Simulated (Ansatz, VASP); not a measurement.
## ZnS in VASP and in Ansatz

```
Zn S
1.0
     4.00719    0.00000    0.00000
    -2.00360    3.47033    0.00000
     0.00000    0.00000    6.19231
Zn S
2 2
Direct
  0.33333 0.66667 0.00544
  0.66667 0.33333 0.50544
  0.33333 0.66667 0.37956
  0.66667 0.33333 0.87956
```

Alike in both runs: task single point; functional PBEsol; k mesh 9 × 9 × 6; occupations gaussian, width 0.05 eV; no spin polarisation.

```csv
,VASP,Ansatz
version,VASP 6.6.1,Ansatz 0.2.0
potentials or method,"VASP PAW PBE potentials, release 64 (Zn, S), cutoff 520 eV","scalar-relativistic, plane waves, PAW"
valence electrons in the cell,36,36
```

VASP gave:

| Property | Result |
| --- | --- |
| gap on the k mesh at the Fermi level (eV) | 1.69 |
| least direct gap on the mesh (eV) | 1.69 |
| pressure (GPa) | -6.3 |
| traceless stress, the component that is largest in VASP (GPa) | 4.20 |
| rms of the force components (eV/Å) | 0.164 |

Q: Estimate Ansatz's values.

A: gap on the k mesh at the Fermi level (eV): 1.69; least direct gap on the mesh (eV): 1.69; pressure (GPa): -6.5; traceless stress, the component that is largest in VASP (GPa): 4.17; rms of the force components (eV/Å): 0.161.

VASP's potentials were made for PBE, not for PBEsol. Atom by atom the forces differ by 0.002 eV/Å (rms over components).
